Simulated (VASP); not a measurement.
Wanted: the native input for a VASP 6.6.1 run.

* Task: single point
* Functional: LDA
* Potentials or basis: VASP PAW LDA potentials, release 64 (Ba_sv, S)
* Cutoff: 500 eV
* k mesh: 2 × 2 × 2
* Occupations: gaussian, width 0.01 eV
* Spin: no spin polarisation
* Dipole correction: no
* Further INCAR settings: ALGO = Normal; EDIFF = 1e-06; NBANDS = 15

The structure of BaS lies in POSCAR:

```
BaS
1.0
    0.0000000000      3.5194117709      3.5194117709
    3.5194117709      0.0000000000      3.5194117709
    3.5194117709      3.5194117709      0.0000000000
Ba S
1 1
Direct
    0.0000000000      0.0000000000      0.0000000000
    0.2500000000      0.2500000000      0.2500000000
```

One way to write it, as run:

INCAR

```
PREC = Accurate
ENCUT = 500
EDIFF = 1E-6
ISMEAR = 0
SIGMA = 0.01
LREAL = F
LASPH = T
NELM = 120
ALGO = Normal
ISIF = 2
LWAVE = F
LCHARG = T
LELF = T
LVHAR = T
NBANDS = 15
GGA_COMPAT = F
```

KPOINTS

```
regular mesh
0
Gamma
  2 2 2
```

Potentials or basis: VASP PAW LDA potentials, release 64 (Ba_sv, S).

The run is started by

```console
$ cat potpaw_LDA.64/Ba_sv/POTCAR potpaw_LDA.64/S/POTCAR > POTCAR
$ mpirun -np 1 vasp_std > vasp.out
```

It gave:

```
Pressure               : -1.3 GPa
Band gap on the k mesh : 2.42 eV (least direct gap 3.11 eV)
```

Caveat: the k points lie up to 0.77 Å⁻¹ apart; spin-orbit coupling is left out, which moves the levels of the heavy elements.

It took 8.1 s on 1 thread of AMD EPYC 7R43 64-Core Processor (Zen 3) (shared host), peak memory 0.13 GiB.
